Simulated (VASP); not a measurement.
# W (Fm-3m) in VASP: notebook

The runs below take W through single point, with revPBE+D4, BLYP+D3(BJ), RPBE+D4.

Everything below comes from runs of VASP 6.6.1. Logs are shortened: lines on timing, memory, paths and dates and some standing lists are left out, and cuts for length are marked.

## (1) The cell of the first run

Symmetry: Fm-3m, No. 225, cubic system. Conventional cell: a = 4.006 Å, b = 4.006 Å, c = 4.006 Å, α = 90.00°, β = 90.00°, γ = 90.00°. W (site symmetry m-3m) has 12 W at 2.83 Å within 3.7 Å.

## (2) Single point, revPBE+D4

INCAR

```
SYSTEM = W
PREC = Accurate ; ENCUT = 520
EDIFF = 1E-6 ; ISMEAR = -1
SIGMA = 0.05 ; LREAL = .False.
LASPH = .True. ; NELM = 80
ALGO = Normal ; ISIF = 2
LWAVE = .False. ; LCHARG = .False.
GGA = RE ; IVDW = 13
NBANDS = 13
```

KPOINTS

```
Automatic mesh
0
Gamma
  11 11 11
  0 0 0
```

POSCAR

```
W
1.0
    0.0000000000      2.0032116837      2.0032116837
    2.0032116837      0.0000000000      2.0032116837
    2.0032116837      2.0032116837      0.0000000000
W
1
Direct
    0.0000000000      0.0000000000      0.0000000000
```

Potentials or basis: VASP PAW PBE potentials, release 64 (W_sv).

On the command line:

```sh
cat potpaw_PBE.64/W_sv/POTCAR > POTCAR
mpirun -np 1 vasp_std > vasp.out
```

OUTCAR:

```text
SYSTEM = W
   PREC = Accurate
   ENCUT = 520
   EDIFF = 1E-6
   ISMEAR = -1
   LREAL = .False.
   LASPH = .True.
   NELM = 80
   ISIF = 2
   GGA = RE
   IVDW = 13

 ion  position               nearest neighbor table
   1  0.000  0.000  0.000-

  LATTYP: Found a face centered cubic cell.
 ALAT       =     4.0064233674

  Lattice vectors:

 A1 = (   0.0000000000,   2.0032116837,   2.0032116837)
 A2 = (   2.0032116837,   0.0000000000,   2.0032116837)
 A3 = (   2.0032116837,   2.0032116837,   0.0000000000)

Analysis of symmetry for initial positions (statically):
=====================================================================
 Subroutine PRICEL returns:
 Original cell was already a primitive cell.

 Routine SETGRP: Setting up the symmetry group for a
 face centered cubic supercell.

 Subroutine GETGRP returns: Found 48 space group operations
 (whereof 48 operations were pure point group operations)
 out of a pool of 48 trial point group operations.

The static configuration has the point symmetry O_h .

Analysis of symmetry for dynamics (positions and initial velocities):
=====================================================================
 Subroutine PRICEL returns:
 Original cell was already a primitive cell.

 Routine SETGRP: Setting up the symmetry group for a
 face centered cubic supercell.

 Subroutine GETGRP returns: Found 48 space group operations
 (whereof 48 operations were pure point group operations)
 out of a pool of 48 trial point group operations.

The dynamic configuration has the point symmetry O_h .

 Subroutine INISYM returns: Found 48 space group operations
 (whereof 48 operations are pure point group operations),
 and found     1 'primitive' translations

----------------------------------------------------------------------------------------

                                     Primitive cell

  volume of cell :      16.0772

  direct lattice vectors                    reciprocal lattice vectors
     0.000000000  2.003211684  2.003211684    -0.249599183  0.249599183  0.249599183
     2.003211684  0.000000000  2.003211684     0.249599183 -0.249599183  0.249599183
     2.003211684  2.003211684  0.000000000     0.249599183  0.249599183 -0.249599183

[... 84 lines left out ...]
   NSW    =      0    number of steps for IOM
   IBRION =     -1    ionic relax: 0-MD 1-quasi-New 2-CG
   NFREE  =      0    steps in history (QN), initial steepest desc. (CG)
   ISIF   =      2    stress and relaxation
   ISYM   =      2    0-nonsym 1-usesym 2-fastsym
   POTIM  = 0.5000    time-step for ionic-motion
   TEBEG  =    0.0;   TEEND  =   0.0 temperature during run
   PSTRESS=    0.0 pullay stress
   NELECT =      14.0000    total number of electrons
   NUPDOWN=      -1.0000    fix difference up-down
   EMIN   =  10.00;   EMAX   =-10.00  energy-range for DOS
   EFERMI =   0.00;   METHOD = LEGACY
   ISMEAR =    -1;   SIGMA  =   0.05  broadening in eV -4-tet -1-fermi 0-gaus
   EFERMI_NEDOS =   21; number of points for ismear=-14 and -15
   IALGO  =     38    algorithm
   IMIX   =      4    mixing-type and parameters
     AMIX     =   0.40;   BMIX     =  1.00
     AMIX_MAG =   1.60;   BMIX_MAG =  1.00
  volume/ion in A,a.u.               =      16.08       108.49
  Fermi-wavevector in a.u.,A,eV,Ry     =   1.563318  2.954243 33.252138  2.443963
  Thomas-Fermi vector in A             =   2.666107
   LORBIT       =      0    0 simple, 1 ext, 2 COOP (PROOUT), +10 PAW based schemes
   GGA     = RE    functional components
   LHFCALC =     F    Hartree Fock is set to
   AEXX    =    0.0000 exact exchange contribution
   IVDW    =    13    specifies the selected vdW correction
   LEPSILON=     F    determine dielectric tensor
   LRPA    =     F    only Hartree local field effects (RPA)
 non-spin polarized calculation
  energy-cutoff  :      520.00
  volume of cell :       16.08
 maximum number of plane-waves:       444
 NGX is ok and might be reduce to    24
   NGX = 11   NGY = 11   NGZ = 11

 number of electron      14.0000000 magnetization

 Free energy of the ion-electron system (eV)
  ---------------------------------------------------
  ext. energy  EPLUGINS =         0.00000000
  ---------------------------------------------------
  free energy    TOTEN  =       -12.02958767 eV

  energy without entropy =      -12.02153435  energy(sigma->0) =      -12.02556101

 E-fermi :  10.8277     XC(G=0): -13.5136

 val. band max:       10.7823607897   @ k =  -0.2727   0.0909   0.0000
 cond. band min:      10.8467920695   @ k =   0.1818   0.0909   0.0000
 fundamental gap:      0.0644312798
 Fermi energy:        10.8276997699

 k-point     1 :       0.0000    0.0000    0.0000
  band No.  band energies     occupation
      1     -62.8234      2.00000
      2     -26.4247      2.00000
      3     -26.4247      2.00000
      4     -26.4247      2.00000
      5       1.7348      2.00000
      6      10.2560      1.99998
      7      10.2560      1.99998
      8      10.2560      1.99998
      9      13.4811      0.00000
     10      13.4811      0.00000
     11      23.6206      0.00000
     12      28.9556      0.00000
     13      28.9556      0.00000
[... 354 lines left out ...]
  band No.  band energies     occupation
      1     -62.7463      2.00000
      2     -27.1131      2.00000
      3     -26.7138      2.00000
      4     -26.5071      2.00000
      5       4.9634      2.00000
      6       8.6804      2.00000
      7      10.1591      2.00000
      8      11.8059      0.00000
      9      11.8713      0.00000
     10      15.4861      0.00000
     11      25.2800      0.00000
     12      28.8261      0.00000
     13      29.7638      0.00000

 [... further k-points ...]

------------------------ aborting loop because EDIFF is reached ----------------------------------------

  DFT-D4 for vdW energy calculation

  Edisp (eV):   -0.99968

  FORCE on cell =-STRESS in cart. coord.  units (eV):
  Direction    XX          YY          ZZ          XY          YZ          ZX
  --------------------------------------------------------------------------------------
  -------------------------------------------------------------------------------------
  Total       0.04727     0.04727     0.04727     0.00000     0.00000     0.00000
  in kB       4.71084     4.71084     4.71084     0.00000     0.00000     0.00000
  external pressure =        4.71 kB  Pullay stress =        0.00 kB

 VOLUME and BASIS-vectors are now :
 -----------------------------------------------------------------------------
  energy-cutoff  :      520.00
  volume of cell :       16.08
      direct lattice vectors                 reciprocal lattice vectors
     0.000000000  2.003211684  2.003211684    -0.249599183  0.249599183  0.249599183
     2.003211684  0.000000000  2.003211684     0.249599183 -0.249599183  0.249599183
     2.003211684  2.003211684  0.000000000     0.249599183  0.249599183 -0.249599183

 POSITION                                       TOTAL-FORCE (eV/Angst)
 -----------------------------------------------------------------------------------
      0.00000      0.00000      0.00000        -0.000000      0.000000      0.000000
 -----------------------------------------------------------------------------------
    total drift:                               -0.000000      0.000000      0.000000

  FREE ENERGIE OF THE ION-ELECTRON SYSTEM (eV)
  ---------------------------------------------------
  free  energy   TOTEN  =       -13.0292642026 eV

  energy  without entropy=      -13.0212108830  energy(sigma->0) =      -13.02523754
```

OSZICAR:

```text
N       E                     dE             d eps       ncg     rms          rms(c)
DAV:   1     0.805327261999E+02    0.80533E+02   -0.74764E+03  1464   0.122E+03
DAV:   2    -0.111427682028E+02   -0.91675E+02   -0.88428E+02  1611   0.307E+02
DAV:   3    -0.125965019785E+02   -0.14537E+01   -0.14493E+01  1626   0.378E+01
DAV:   4    -0.126025029723E+02   -0.60010E-02   -0.60008E-02  1636   0.266E+00
DAV:   5    -0.126025569054E+02   -0.53933E-04   -0.53934E-04  1626   0.236E-01    0.195E+01
DAV:   6    -0.121504535930E+02    0.45210E+00   -0.39009E-01  1551   0.837E+00    0.783E+00
DAV:   7    -0.120338062570E+02    0.11665E+00   -0.19823E-01  1621   0.564E+00    0.527E-01
DAV:   8    -0.120295712059E+02    0.42351E-02   -0.37546E-03  1466   0.759E-01    0.122E-01
DAV:   9    -0.120295960259E+02   -0.24820E-04   -0.38603E-05  1699   0.696E-02    0.622E-02
DAV:  10    -0.120295869007E+02    0.91252E-05   -0.83295E-06  1591   0.413E-02    0.921E-03
DAV:  11    -0.120295876652E+02   -0.76450E-06   -0.11694E-07   878   0.408E-03
   1 F= -.13029264E+02 E0= -.13025238E+02  d E =-.805332E-02
```

Run time: 4.8 s. Hardware: 1 thread of Intel Xeon 6975P-C (Granite Rapids), shared host; peak memory 0.14 GiB.

Results:

```yaml
Free_energy: -13.0293 eV
Pressure: 0.5 GPa
Band_gap_on_the_k_mesh: zero (band 7 reaches 13.59 eV, above the bottom of band 8 at 10.26 eV)
Dispersion_energy_per_atom: -1.000 eV
```

Caveat: the PAW data sets were made with another functional, which shifts forces and pressure a little; spin-orbit coupling is left out, which moves the levels of the heavy elements; pairwise dispersion overbinds metals, which lowers pressure and volume.

## (3) Single point, BLYP+D3(BJ)

INCAR

```
SYSTEM = W
PREC = Accurate ; ENCUT = 520
EDIFF = 1E-6 ; ISMEAR = -1
SIGMA = 0.05 ; LREAL = .False.
LASPH = .True. ; NELM = 60
ALGO = Fast ; ISIF = 2
LWAVE = .False. ; LCHARG = .True.
GGA = B5 ; ALDAX = 1.0
AGGAX = 1.0 ; AGGAC = 1.0
ALDAC = 0.0 ; IVDW = 12
VDW_S6 = 1.0 ; VDW_S8 = 2.6996
VDW_A1 = 0.4298 ; VDW_A2 = 4.2359
LELF = .True. ; LVHAR = .True.
NBANDS = 13
```

KPOINTS

```
regular mesh
0
Gamma
  11 11 11
  0 0 0
```

POSCAR

```
W
1.0
    0.0000000000      2.0023650124      2.0023650124
    2.0023650124      0.0000000000      2.0023650124
    2.0023650124      2.0023650124      0.0000000000
W
1
Direct
    0.0000000000      0.0000000000      0.0000000000
```

Potentials or basis: VASP PAW PBE potentials, release 64 (W_sv).

On the command line:

```sh
cat potpaw_PBE.64/W_sv/POTCAR > POTCAR
mpirun -np 1 vasp_std > vasp.out
```

Wall time 9.3 s (1 thread of Intel Xeon 6975P-C (Granite Rapids), shared host); peak memory 0.15 GiB.

It converged, with:

```yaml
Free_energy: -12.4683 eV
Pressure: 1.8 GPa
Band_gap_on_the_k_mesh: zero (band 7 reaches 14.38 eV, above the bottom of band 8 at 10.70 eV)
Dispersion_energy_per_atom: -1.681 eV
```

Levels at points of the mesh, in eV from the Fermi level:
```tsv
k point	band 3	band 4	band 5	band 6	band 7	band 8	band 9	band 10	band 11	band 12
(0.00, 0.00, 0.00)	-37.03	-37.03	-8.83	-0.60	-0.60	-0.60	2.59	2.59	13.04	18.39
```

Caveat: the PAW data sets were made with another functional, which shifts forces and pressure a little; spin-orbit coupling is left out, which moves the levels of the heavy elements; pairwise dispersion overbinds metals, which lowers pressure and volume.

## (4) Single point, RPBE+D4

This run uses another cell than the first one, of 16.02 Å³/atom, 0.997 times its volume.

INCAR

```
PREC = Accurate
ENCUT = 520
EDIFF = 1E-7
ISMEAR = -1
SIGMA = 0.05
LREAL = F
LASPH = T
NELM = 100
ALGO = Normal
ISIF = 2
LWAVE = F
LCHARG = F
GGA = RP
IVDW = 13
NBANDS = 13
```

KPOINTS

```
Automatic mesh
0
Gamma
  11 11 11
```

POSCAR

```
W
1.0
    0.0000000000      2.0009853574      2.0009853574
    2.0009853574      0.0000000000      2.0009853574
    2.0009853574      2.0009853574      0.0000000000
W
1
Direct
    0.0000000000      0.0000000000      0.0000000000
```

On the command line:

```sh
cat potpaw_PBE.64/W_sv/POTCAR > POTCAR
mpirun -np 1 vasp_std > vasp.out
```

Wall time 5.9 s (1 thread of Intel Xeon 6975P-C (Granite Rapids), shared host); peak memory 0.14 GiB.

Results (log left out):

| Property | Result |
| --- | --- |
| Free energy | -13.1185 eV |
| Pressure | 0.5 GPa |
| Band gap on the k mesh | zero (band 7 reaches 13.67 eV, above the bottom of band 8 at 10.32 eV) |
| Dispersion energy per atom | -1.206 eV |

Levels at points of the mesh, in eV from the Fermi level:
| k point | band 3 | band 4 | band 5 | band 6 | band 7 | band 8 | band 9 | band 10 | band 11 | band 12 |
| --- | --- | --- | --- | --- | --- | --- | --- | --- | --- | --- |
| (0.00, 0.00, 0.00) | -37.25 | -37.25 | -9.11 | -0.57 | -0.57 | -0.57 | 2.67 | 2.67 | 12.79 | 18.14 |

Caveat: the PAW data sets were made with another functional, which shifts forces and pressure a little; spin-orbit coupling is left out, which moves the levels of the heavy elements; pairwise dispersion overbinds metals, which lowers pressure and volume.

## (5) The runs side by side

| level | cell | gap on the mesh (eV) | pressure (GPa) |
| --- | --- | --- | --- |
| revPBE+D4 | a = 2.833 Å, angles 60.0°, 1 atom | none | 0.5 |
| BLYP+D3(BJ) | a = 2.832 Å, angles 60.0°, 1 atom | none | 1.8 |
| RPBE+D4 | a = 2.830 Å, angles 60.0°, 1 atom | none | 0.5 |

Alike in all rows: task single point; potentials or basis VASP PAW PBE potentials, release 64 (W_sv); no spin polarisation; k mesh 11 × 11 × 11; cutoff (eV) 520; smearing fermi-dirac 0.05 eV.

Caveats: the PAW data sets were made with another functional, which shifts forces and pressure a little; spin-orbit coupling is left out, which moves the levels of the heavy elements; pairwise dispersion overbinds metals, which lowers pressure and volume.

Absolute energies hang on the potentials; compare differences alone.
